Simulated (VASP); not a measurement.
A run of VASP 6.6.1 is set up as follows.

The input INCAR:

```
SYSTEM = AlAu
  PREC = Accurate
  ENCUT = 520
  EDIFF = 1E-7
  ISMEAR = -1
  SIGMA = 0.1
  LREAL = .False.
  LASPH = .True.
  NELM = 60
  ALGO = Normal
  ISIF = 2
  LWAVE = .False.
  LCHARG = .True.
  LELF = .True.
  LVHAR = .True.
  NBANDS = 14
```

KPOINTS

```
regular mesh
0
Gamma
  9 9 9
  0 0 0
```

The input POSCAR:

```
AlAu
1.0
    3.1913747027      0.0000000000      0.0000000000
    0.0000000000      3.1913747027      0.0000000000
    0.0000000000      0.0000000000      3.1913747027
Al Au
1 1
Direct
    0.0000000000      0.0000000000      0.0000000000
    0.5000000000      0.5000000000      0.5000000000
```

Potentials or basis: VASP PAW LDA potentials, release 64 (Al, Au).

Run with:

```sh
$ cat potpaw_LDA.64/Al/POTCAR potpaw_LDA.64/Au/POTCAR > POTCAR
$ mpirun -np 1 vasp_std > vasp.out
```

(1) Predict the band gap on the k mesh.

(2) Predict the pressure.

Results:

(1) zero (band 7 reaches 12.63 eV, above the bottom of band 8 at 9.00 eV).

(2) -4.6 GPa.

Caveat: spin-orbit coupling is left out, which moves the levels of the heavy elements.
